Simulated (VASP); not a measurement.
As:

```xyz
1
Lattice="0.0000 2.2100 2.2100 2.2100 0.0000 2.2100 2.2100 2.2100 0.0000" Properties=species:S:1:pos:R:3 pbc="T T T"
As    0.0000    0.0000    0.0000
```

This isn't the form of As at room conditions, which is rhombohedral.

| Item | Value |
| --- | --- |
| Program | VASP 6.6.1 |
| Task | relaxation of cell and atoms |
| Functional | r2SCAN |
| Potentials or basis | VASP PAW PBE potentials, release 64 (As) |
| Cutoff | 550 eV |
| k mesh | 8 × 8 × 8 |
| Occupations | fermi-dirac, width 0.05 eV |
| Spin | no spin polarisation |

At the start: pressure -7.9 GPa; volume 21.59 Å³/atom.

How do energy, volume and symmetry change on relaxing?

Over 3 steps the energy falls by 65.4 meV/atom and the volume is 19.23 Å³/atom (-10.9 %); space group Fm-3m (No. 225, to 0.1 Å) before and after.

The path:
| step | energy change (eV) | largest force (eV/Å) | pressure (GPa) | volume (Å³) |
| --- | --- | --- | --- | --- |
| 1 | 0.0000 | 0.0000 | -7.86 | 21.59 |
| 2 | -0.0554 | 0.0000 | 4.19 | 18.45 |
| 3 | -0.0654 | 0.0000 | 0.08 | 19.23 |

Final structure:
```cif
data_structure
_symmetry_space_group_name_H-M 'P 1'
_symmetry_Int_Tables_number 1
_cell_length_a 3.0070
_cell_length_b 3.0070
_cell_length_c 3.0070
_cell_angle_alpha 60.000
_cell_angle_beta 60.000
_cell_angle_gamma 60.000
_cell_volume 19.23
loop_
_atom_site_label
_atom_site_type_symbol
_atom_site_fract_x
_atom_site_fract_y
_atom_site_fract_z
_atom_site_occupancy
As1 As 0.00000 0.00000 0.00000 1
```

Caveat: the PAW data sets were made with another functional, which shifts forces and pressure a little.
